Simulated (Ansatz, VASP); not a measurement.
## Two plane-wave programs on Hf3H4C2

The input INCAR:

```
SYSTEM = Hf3H4C2
ALGO     = Normal         ! electronic algorithm
EDIFF    = 1E-6           ! SCF threshold, eV
ENCUT    = 520            ! plane-wave cutoff, eV
GGA      = PE             ! functional
ISIF     = 2              ! what is computed and relaxed
ISMEAR   = 0              ! smearing method
LASPH    = .True.         ! aspherical terms in the spheres
LCHARG   = .False.        ! write CHGCAR
LREAL    = .False.        ! projectors in reciprocal space
LWAVE    = .False.        ! write WAVECAR
NBANDS   = 31             ! bands
NELM     = 100            ! most SCF steps
PREC     = Accurate       ! precision mode
SIGMA    = 0.1            ! smearing width, eV
```

The input KPOINTS:

```
k-points
0
Gamma
  3 3 6
  0 0 0
```

Contents of POSCAR:

```
Hf3H4C2
1.0
    6.5606869900      0.0000000000      0.0000000000
   -3.2803435000      5.6817216000      0.0000000000
    0.0000000000      0.0000000000      2.9940506900
Hf H C
3 4 2
Direct
    0.9607892600      0.5828689300      0.5000000000
    0.4171310700      0.3779203300      0.5000000000
    0.6220796700      0.0392107400      0.5000000000
    0.7428031600      0.7445530300      0.0000000000
    0.2554469700      0.9982501300      0.0000000000
    0.0017498700      0.2571968400      0.0000000000
    0.3333333300      0.6666666700      0.0000000000
    0.0000000000      0.0000000000      0.5000000000
    0.6666666700      0.3333333300      0.0000000000
```

Input for Ansatz:

```yaml
crystal:
  lattice:
    - [6.56068699, 0.0, 0.0]
    - [-3.2803435, 5.6817216, 0.0]
    - [0.0, 0.0, 2.99405069]
  atoms:
    - { symbol: Hf, position: [0.96078926, 0.58286893, 0.5] }
    - { symbol: Hf, position: [0.41713107, 0.37792033, 0.5] }
    - { symbol: Hf, position: [0.62207967, 0.03921074, 0.5] }
    - { symbol: H, position: [0.74280316, 0.74455303, 0.0] }
    - { symbol: H, position: [0.25544697, 0.99825013, 0.0] }
    - { symbol: H, position: [0.00174987, 0.25719684, 0.0] }
    - { symbol: H, position: [0.33333333, 0.66666667, 0.0] }
    - { symbol: C, position: [0.0, 0.0, 0.5] }
    - { symbol: C, position: [0.66666667, 0.33333333, 0.0] }
basis:
  ecutwfc: 420
kpoints:
  mp_grid: { grid: [3, 3, 6] }
hamiltonian:
  xc: pbe
scf:
  occupations: { method: gaussian, width: 0.1 }
  lower_state_search: "off"
output:
  forces: true
  stress: true
  eigenvalues: true
```

Change from the starting cell: species swapped into the Tm3In4Co2 type (P-6, No. 174).

Alike in both runs: task single point; functional PBE; k mesh 3 × 3 × 6; occupations gaussian, width 0.1 eV; no spin polarisation.

|  | VASP | Ansatz |
| --- | --- | --- |
| version | VASP 6.6.1 | Ansatz 0.2.0 |
| potentials or method | VASP PAW PBE potentials, release 64 (Hf_pv, H, C), cutoff 520 eV | scalar-relativistic, plane waves, PAW |
| valence electrons in the cell | 42 | 90 |

```csv
,VASP,Ansatz,Ansatz less VASP
gap on the k mesh at the Fermi level (eV),none,none,-
pressure (GPa),-17.6,-17.0,+0.66
"traceless stress, the component that is largest in VASP (GPa)",9.00,9.10,+0.094
rms of the force components (eV/Å),0.484,0.499,+0.0154
```

Atom by atom the forces differ by 0.024 eV/Å (rms over components). A gap of «none» marks a metal or a gap that the smearing closes. VASP's potentials hold 42 valence electrons a cell and Ansatz's 90, so a difference there can come from the potentials and not from the codes.

The k mesh is coarse, so the values compare programs but aren't converged. Spin-orbit coupling is off throughout.
